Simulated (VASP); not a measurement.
# Al2Cu (Fm-3m) in VASP: single point with r2SCAN

Aim: the single point of Al2Cu with r2SCAN.

Everything below comes from runs of VASP 6.6.1. Logs are shortened: lines on timing, memory, paths and dates and some standing lists are left out, and cuts for length are marked.

### 1 The cell of the first run

Symmetry: Fm-3m, No. 225, cubic system. The conventional cell has a = 5.318 Å, b = 5.318 Å, c = 5.318 Å, α = 90.00°, β = 90.00°, γ = 90.00°. Al (site symmetry -43m) has 4 Cu at 2.30 Å and 6 Al at 2.66 Å within 3.0 Å. Cu (site symmetry m-3m) has 8 Al at 2.30 Å within 3.0 Å.

### 2 Single point, r2SCAN

The input, POSCAR:

```
Al2Cu
1.0
   -1.8803358738      1.8803358738      2.6592987639
    1.8803358738     -1.8803358738      2.6592987639
    1.8803358738      1.8803358738     -2.6592987639
Al Cu
2 1
Direct
    0.7500000000      0.2500000000      0.5000000000
    0.2500000000      0.7500000000      0.5000000000
    0.5000000000      0.5000000000      0.0000000000
```

The input, INCAR.step1:

```
ALGO = Normal
EDIFF = 1E-4
ENCUT = 520
GGA = PE
ISMEAR = -1
LASPH = T
LCHARG = F
LREAL = F
LWAVE = T
NBANDS = 16
NELM = 60
PREC = Accurate
SIGMA = 0.05
```

The input, INCAR.step2:

```
ALGO = Normal
EDIFF = 1E-7
ENCUT = 520
ISIF = 2
ISMEAR = -1
ISTART = 1
LASPH = T
LCHARG = F
LMIXTAU = T
LREAL = F
LWAVE = F
METAGGA = R2SCAN
NBANDS = 16
NELM = 60
PREC = Accurate
SIGMA = 0.05
```

The input, KPOINTS:

```
k-points
0
Gamma
  13 13 13
```

Potentials or basis: VASP PAW PBE potentials, release 64 (Al, Cu).

On the command line:

```sh
cat potpaw_PBE.64/Al/POTCAR potpaw_PBE.64/Cu/POTCAR > POTCAR
cp INCAR.step1 INCAR
mpirun -np 1 vasp_std > vasp.out
cp INCAR.step2 INCAR
mpirun -np 1 vasp_std > vasp.out
```

OUTCAR:

```text
EDIFF = 1E-7
   ENCUT = 520
   ISIF = 2
   ISMEAR = -1
   ISTART = 1
   LASPH = T
   LREAL = F
   METAGGA = R2SCAN
   NELM = 60
   PREC = Accurate

 ion  position               nearest neighbor table
   1  0.750  0.250  0.500-   3 2.30   3 2.30   3 2.30   3 2.30   2 2.66   2 2.66   2 2.66   2 2.66
                             2 2.66   2 2.66
   2  0.250  0.750  0.500-   3 2.30   3 2.30   3 2.30   3 2.30   1 2.66   1 2.66   1 2.66   1 2.66
                             1 2.66   1 2.66
   3  0.500  0.500  0.000-   2 2.30   1 2.30   1 2.30   2 2.30   1 2.30   2 2.30   2 2.30   1 2.30

  LATTYP: Found a body centered tetragonal cell.
 ALAT       =     3.7606717476
 C/A-ratio  =     1.4142679512

  Lattice vectors:

 A1 = (  -1.8803358738,   1.8803358738,   2.6592987639)
 A2 = (   1.8803358738,  -1.8803358738,   2.6592987639)
 A3 = (   1.8803358738,   1.8803358738,  -2.6592987639)

Analysis of symmetry for initial positions (statically):
=====================================================================
 Subroutine PRICEL returns:
 Original cell was already a primitive cell.

 Routine SETGRP: Setting up the symmetry group for a
 body centered tetragonal supercell.

 Subroutine GETGRP returns: Found 16 space group operations
 (whereof 16 operations were pure point group operations)
 out of a pool of 16 trial point group operations.

The static configuration has the point symmetry D_4h.

Analysis of symmetry for dynamics (positions and initial velocities):
=====================================================================
 Subroutine PRICEL returns:
 Original cell was already a primitive cell.

 Routine SETGRP: Setting up the symmetry group for a
 body centered tetragonal supercell.

 Subroutine GETGRP returns: Found 16 space group operations
 (whereof 16 operations were pure point group operations)
 out of a pool of 16 trial point group operations.

The dynamic configuration has the point symmetry D_4h.

 Subroutine INISYM returns: Found 16 space group operations
 (whereof 16 operations are pure point group operations),
 and found     1 'primitive' translations

----------------------------------------------------------------------------------------

                                     Primitive cell

  volume of cell :      37.6095

  direct lattice vectors                    reciprocal lattice vectors
    -1.880335874  1.880335874  2.659298764     0.000000000  0.265909940  0.188019491
     1.880335874 -1.880335874  2.659298764     0.265909940  0.000000000  0.188019491
     1.880335874  1.880335874 -2.659298764     0.265909940  0.265909940  0.000000000

  length of vectors
     3.760744064  3.760744064  3.760744064     0.325667661  0.325667661  0.376053444

  position of ions in fractional coordinates (direct lattice)
     0.750000000  0.250000000  0.500000000
     0.250000000  0.750000000  0.500000000
     0.500000000  0.500000000  0.000000000

  ion indices of the primitive-cell ions
   primitive index   ion index
                 1           1
                 2           2
                 3           3

----------------------------------------------------------------------------------------

 KPOINTS: k-points

Automatic generation of k-mesh.
 Grid dimensions read from file:
 generate k-points for:   13   13   13

 Generating k-lattice:

  Cartesian coordinates                     Fractional coordinates (reciprocal lattice)
     0.000000000  0.020454611  0.014463038     0.076923077  0.000000000  0.000000000
     0.020454611  0.000000000  0.014463038     0.000000000  0.076923077  0.000000000
     0.020454611  0.020454611  0.000000000     0.000000000  0.000000000  0.076923077

  Length of vectors
     0.025051359  0.025051359  0.028927188

  Shift w.r.t. Gamma in fractional coordinates (k-lattice)
     0.000000000  0.000000000  0.000000000

 Subroutine IBZKPT returns following result:
 ===========================================

 Found    196 irreducible k-points:

 Following reciprocal coordinates:
            Coordinates               Weight
  0.000000  0.000000  0.000000      1.000000
  0.076923  0.000000  0.000000      8.000000
  0.153846  0.000000 -0.000000      8.000000
  0.230769  0.000000 -0.000000      8.000000
  0.307692  0.000000 -0.000000      8.000000
  0.384615  0.000000 -0.000000      8.000000
[... 16 lines left out ...]
  0.384615  0.153846 -0.000000     16.000000
  0.461538  0.153846 -0.000000     16.000000
 [... further k-points ...]
   k-points           NKPTS =    196   k-points in BZ     NKDIM =    196   number of bands    NBANDS=     16
   number of dos      NEDOS =    301   number of ions     NIONS =      3
   total plane-waves  NPLWV =  21952
   dimension x,y,z NGX =    28 NGY =   28 NGZ =   28
   dimension x,y,z NGXF=    56 NGYF=   56 NGZF=   56
   ions per type =               2   1
   NGX,Y,Z   is equivalent  to a cutoff of  12.38, 12.38, 12.38 a.u.
   NGXF,Y,Z  is equivalent  to a cutoff of  24.76, 24.76, 24.76 a.u.
 SYSTEM =  unknown system
   PREC   = accura    normal or accurate (medium, high low for compatibility)
   ISTART =      1    job   : 0-new  1-cont  2-samecut
   ICHARG =      0    charge: 1-file 2-atom 10-const
   ISPIN  =      1    spin polarized calculation?
   LNONCOLLINEAR =      F non collinear calculations
   LSORBIT =      F    spin-orbit coupling
   LASPH  =      T    aspherical Exc in radial PAW
   ENCUT  =  520.0 eV  38.22 Ry    6.18 a.u.   6.99  6.99  6.99*2*pi/ulx,y,z
   NELM   =     60;   NELMIN=  2; NELMDL=  0     # of ELM steps
   EDIFF  = 0.1E-06   stopping-criterion for ELM
   LREAL  =      F    real-space projection
   EDIFFG = 0.1E-05   stopping-criterion for IOM
   NSW    =      0    number of steps for IOM
   IBRION =     -1    ionic relax: 0-MD 1-quasi-New 2-CG
   NFREE  =      0    steps in history (QN), initial steepest desc. (CG)
   ISIF   =      2    stress and relaxation
   ISYM   =      2    0-nonsym 1-usesym 2-fastsym
   POTIM  = 0.5000    time-step for ionic-motion
   TEBEG  =    0.0;   TEEND  =   0.0 temperature during run
   PSTRESS=    0.0 pullay stress
   NELECT =      17.0000    total number of electrons
   NUPDOWN=      -1.0000    fix difference up-down
   EMIN   =  10.00;   EMAX   =-10.00  energy-range for DOS
   EFERMI =   0.00;   METHOD = LEGACY
   ISMEAR =    -1;   SIGMA  =   0.05  broadening in eV -4-tet -1-fermi 0-gaus
   EFERMI_NEDOS =   21; number of points for ismear=-14 and -15
   IALGO  =     38    algorithm
   IMIX   =      4    mixing-type and parameters
     AMIX     =   0.40;   BMIX     =  1.00
     AMIX_MAG =   1.60;   BMIX_MAG =  1.00
  volume/ion in A,a.u.               =      12.54        84.60
  Fermi-wavevector in a.u.,A,eV,Ry     =   1.256392  2.374237 21.477078  1.578521
  Thomas-Fermi vector in A             =   2.390102
   LORBIT       =      0    0 simple, 1 ext, 2 COOP (PROOUT), +10 PAW based schemes
   METAGGA = R2SCAN    functional components
   LHFCALC =     F    Hartree Fock is set to
   AEXX    =    0.0000 exact exchange contribution
   IVDW    =     0    specifies the selected vdW correction
   LEPSILON=     F    determine dielectric tensor
   LRPA    =     F    only Hartree local field effects (RPA)
 non-spin polarized calculation
  energy-cutoff  :      520.00
  volume of cell :       37.61
 maximum number of plane-waves:      1025
   NGX = 13   NGY = 13   NGZ = 13

 number of electron      17.0000010 magnetization

 Free energy of the ion-electron system (eV)
  ---------------------------------------------------
  ext. energy  EPLUGINS =         0.00000000
  ---------------------------------------------------
  free energy    TOTEN  =       -23.97452003 eV

  energy without entropy =      -23.96873800  energy(sigma->0) =      -23.97162901

 E-fermi :   9.5752     XC(G=0): -12.2835

 val. band max:        9.5666681480   @ k =  -0.2308   0.2308   0.0000
 cond. band min:       9.5917471145   @ k =   0.3077   0.2308   0.0000
 fundamental gap:      0.0250789665
 Fermi energy:         9.5752138966

 k-point     1 :       0.0000    0.0000    0.0000
  band No.  band energies     occupation
      1      -2.7963      2.00000
      2       3.7819      2.00000
      3       3.7819      2.00000
      4       3.7820      2.00000
      5       4.4690      2.00000
      6       4.4691      2.00000
[... 8 lines left out ...]
     15      17.9904      0.00000
     16      18.4337      0.00000

 k-point     2 :       0.0769    0.0000    0.0000
  band No.  band energies     occupation
      1      -2.6975      2.00000
      2       3.7568      2.00000
      3       3.7985      2.00000
      4       3.7986      2.00000
      5       4.4642      2.00000
      6       4.4644      2.00000
[... 8 lines left out ...]
     15      17.9962      0.00000
     16      18.1981      0.00000

 k-point     3 :       0.1538    0.0000   -0.0000
  band No.  band energies     occupation
      1      -2.4029      2.00000
      2       3.6796      2.00000
      3       3.8418      2.00000
      4       3.8419      2.00000
      5       4.4561      2.00000
      6       4.4562      2.00000
[... 8 lines left out ...]
     15      17.6750      0.00000
     16      19.0836      0.00000

 k-point     4 :       0.2308    0.0000   -0.0000
  band No.  band energies     occupation
      1      -1.9178      2.00000
      2       3.5363      2.00000
      3       3.8923      2.00000
      4       3.8925      2.00000
      5       4.4610      2.00000
      6       4.4612      2.00000
[... 8 lines left out ...]
     15      17.0961      0.00000
     16      20.3275      0.00000

 k-point     5 :       0.3077    0.0000   -0.0000
  band No.  band energies     occupation
      1      -1.2536      2.00000
      2       3.2687      2.00000
      3       3.9270      2.00000
      4       3.9271      2.00000
      5       4.4940      2.00000
      6       4.4941      2.00000
[... 8 lines left out ...]
     15      17.8925      0.00000
     16      21.6505      0.00000

 k-point     6 :       0.3846    0.0000   -0.0000
  band No.  band energies     occupation
      1      -0.4381      2.00000
      2       2.7303      2.00000
      3       3.9386      2.00000
      4       3.9387      2.00000
      5       4.5464      2.00000
      6       4.5465      2.00000
[... 8 lines left out ...]
     15      19.3504      0.00000
     16      23.0627      0.00000

 k-point     7 :       0.4615    0.0000   -0.0000
  band No.  band energies     occupation
      1       0.4124      2.00000
      2       1.9396      2.00000
      3       3.9387      2.00000
      4       3.9389      2.00000
      5       4.5860      2.00000
      6       4.5861      2.00000
[... 8 lines left out ...]
     15      20.8218      0.00000
     16      23.2920      0.00000

 k-point     8 :       0.0769    0.0769    0.0000
  band No.  band energies     occupation
      1      -2.5335      2.00000
      2       3.7176      2.00000
      3       3.8203      2.00000
      4       3.8273      2.00000
      5       4.4359      2.00000
      6       4.4793      2.00000
[... 8 lines left out ...]
     15      18.5470      0.00000
     16      18.8464      0.00000

 k-point     9 :       0.1538    0.0769    0.0000
  band No.  band energies     occupation
      1      -2.1751      2.00000
      2       3.6283      2.00000
      3       3.8576      2.00000
      4       3.8816      2.00000
      5       4.4099      2.00000
      6       4.4938      2.00000
[... 8 lines left out ...]
     15      18.3483      0.00000
     16      19.9567      0.00000
[... 172 lines left out ...]
 k-point    19 :      -0.0769    0.0769    0.0000
  band No.  band energies     occupation
      1      -2.6646      2.00000
      2       3.7506      2.00000
      3       3.8042      2.00000
      4       3.8043      2.00000
      5       4.4400      2.00000
      6       4.4838      2.00000
[... 8 lines left out ...]
     15      18.1065      0.00000
     16      18.5705      0.00000

 k-point    20 :       0.1538    0.1538   -0.0000
  band No.  band energies     occupation
      1      -1.7557      2.00000
      2       3.5420      2.00000
      3       3.8658      2.00000
      4       3.9500      2.00000
      5       4.3690      2.00000
      6       4.5329      2.00000
[... 8 lines left out ...]
     15      19.3789      0.00000
     16      20.7351      0.00000

 k-point    21 :       0.2308    0.1538   -0.0000
  band No.  band energies     occupation
      1      -1.1536      2.00000
      2       3.3899      2.00000
      3       3.8542      2.00000
      4       4.0193      2.00000
      5       4.3596      2.00000
      6       4.5768      2.00000
[... 8 lines left out ...]
     15      19.2317      0.00000
     16      21.8390      0.00000

 k-point    22 :       0.3077    0.1538   -0.0000
  band No.  band energies     occupation
      1      -0.3883      2.00000
      2       3.0619      2.00000
      3       3.8336      2.00000
      4       4.0520      2.00000
      5       4.4101      2.00000
      6       4.6031      2.00000
[... 8 lines left out ...]
     15      19.2292      0.00000
     16      22.2232      0.00000

 k-point    23 :       0.3846    0.1538   -0.0000
  band No.  band energies     occupation
      1       0.4790      2.00000
      2       2.4105      2.00000
      3       3.8284      2.00000
      4       4.0508      2.00000
      5       4.4996      2.00000
      6       4.5673      2.00000
[... 8 lines left out ...]
     15      20.3652      0.00000
     16      21.1641      0.00000

 k-point    24 :       0.4615    0.1538   -0.0000
  band No.  band energies     occupation
      1       0.9407      2.00000
      2       1.9766      2.00000
      3       3.8447      2.00000
      4       4.0412      2.00000
      5       4.5693      2.00000
      6       4.5776      2.00000
[... 8 lines left out ...]
     15      20.4806      0.00000
     16      22.5286      0.00000

 [... further k-points ...]
[... 5 lines left out ...]
  --------------------------------------------------------------------------------------
  -------------------------------------------------------------------------------------
  Total        9.0606156      9.0606156      9.0592539      0.0000000     -0.0000000      0.0000000
  in kB      385.9848898    385.9848898    385.9268806      0.0000000     -0.0000000      0.0000000
  external PRESSURE =     385.9655534 kB  Pullay stress =       0.0000000 kB

 VOLUME and BASIS-vectors are now :
 -----------------------------------------------------------------------------
  energy-cutoff  :      520.00
  volume of cell :       37.61
      direct lattice vectors                 reciprocal lattice vectors
    -1.880335874  1.880335874  2.659298764     0.000000000  0.265909940  0.188019491
     1.880335874 -1.880335874  2.659298764     0.265909940  0.000000000  0.188019491
     1.880335874  1.880335874 -2.659298764     0.265909940  0.265909940  0.000000000

 POSITION                                       TOTAL-FORCE (eV/Angst)
 -----------------------------------------------------------------------------------
      0.00000      1.88034      1.32965        -0.000000      0.000000     -0.000000
      1.88034      0.00000      1.32965        -0.000000     -0.000000     -0.000000
      0.00000      0.00000      2.65930         0.000000      0.000000      0.000000
 -----------------------------------------------------------------------------------
    total drift:                                0.000000     -0.000000      0.000000

  FREE ENERGIE OF THE ION-ELECTRON SYSTEM (eV)
  ---------------------------------------------------
  free  energy   TOTEN  =       -23.9745200302 eV

  energy  without entropy=      -23.9687379965  energy(sigma->0) =      -23.97162901
```

Wall time 13 min (1 thread of AMD EPYC 7R13, shared host); peak memory 0.22 GiB.

What came out:

| Property | Result |
| --- | --- |
| Free energy | -23.9745 eV |
| Pressure | 38.6 GPa |

Caveat: the PAW data sets were made with another functional, which shifts forces and pressure a little.
